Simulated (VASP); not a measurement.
The system is BiB2.

```
CELL_PARAMETERS angstrom
6.30630 0.00000 0.00000
0.00000 6.30630 0.00000
0.00000 0.00000 2.31242
ATOMIC_POSITIONS crystal
B 0.17680 0.32320 0.00000
B 0.32320 0.82320 0.00000
B 0.82320 0.67680 0.00000
B 0.67680 0.17680 0.00000
Bi 0.00000 0.00000 0.00000
Bi 0.50000 0.50000 0.00000
```

The cell was generated, and may not be a known phase.

```yaml
Program: VASP 6.6.1
Task: relaxation of cell and atoms
Functional: PBE
Potentials_or_basis: VASP PAW PBE potentials, release 64 (B, Bi_d)
Cutoff: 600 eV
k_mesh: 4 × 4 × 8
Occupations: gaussian, width 0.1 eV
Spin: no spin polarisation
```

At the start: pressure 42.1 GPa; volume 15.33 Å³/atom.

Problem. How do energy, volume and symmetry change on relaxing?

Solution. Over 43 steps the energy falls by 1860.1 meV/atom and the volume is 17.79 Å³/atom (+16.1 %); space group P4/mbm (No. 127, to 0.1 Å) before and after.

The path:
| step | energy change (eV) | largest force (eV/Å) | pressure (GPa) | volume (Å³) |
| --- | --- | --- | --- | --- |
| 1 | 0.0000 | 1.2079 | 42.09 | 91.96 |
| 3 | -4.5642 | 0.6979 | 1.92 | 123.88 |
| 5 | -4.6968 | 0.5637 | -1.64 | 134.04 |
| 7 | -5.1304 | 1.9041 | 2.13 | 119.38 |
| 9 | -5.0190 | 5.2406 | 19.53 | 97.93 |
| 11 | -5.0897 | 5.4131 | 20.43 | 97.01 |
| 13 | -5.3370 | 6.1560 | 25.63 | 93.33 |
| 15 | -5.6011 | 6.3297 | 38.52 | 87.63 |
| 17 | -5.8558 | 5.2276 | 44.10 | 85.98 |
| 19 | -7.4637 | 3.7845 | 33.64 | 89.51 |
| 21 | -10.2538 | 3.1446 | 9.89 | 106.44 |
| 23 | -10.8279 | 0.5773 | 0.01 | 113.79 |
| 25 | -10.8292 | 0.4333 | 0.42 | 113.37 |
| 27 | -10.8726 | 0.1797 | -0.40 | 114.29 |
| 29 | -10.9129 | 1.0185 | -3.31 | 118.21 |
| 31 | -10.9539 | 0.5570 | -2.48 | 116.66 |
| 33 | -11.0163 | 0.4273 | -3.55 | 116.10 |
| 35 | -11.1211 | 0.0326 | -1.65 | 110.91 |
| 37 | -11.1429 | 0.2113 | -0.26 | 107.88 |
| 39 | -11.1490 | 0.1289 | 0.25 | 107.02 |
| 41 | -11.1587 | 0.0149 | 0.48 | 106.51 |
| 43 | -11.1606 | 0.0341 | 0.17 | 106.73 |

Final structure:
```
CELL_PARAMETERS angstrom
5.92859 0.00000 0.00000
0.00000 5.92859 0.00000
0.00000 0.00000 3.03671
ATOMIC_POSITIONS crystal
B 0.09499 0.40501 0.00000
B 0.40501 0.90501 0.00000
B 0.90501 0.59499 0.00000
B 0.59499 0.09499 0.00000
Bi 0.00000 0.00000 0.00000
Bi 0.50000 0.50000 0.00000
```

Caveat: the volume moved by over 15 % at a fixed basis, so the end points are rough.
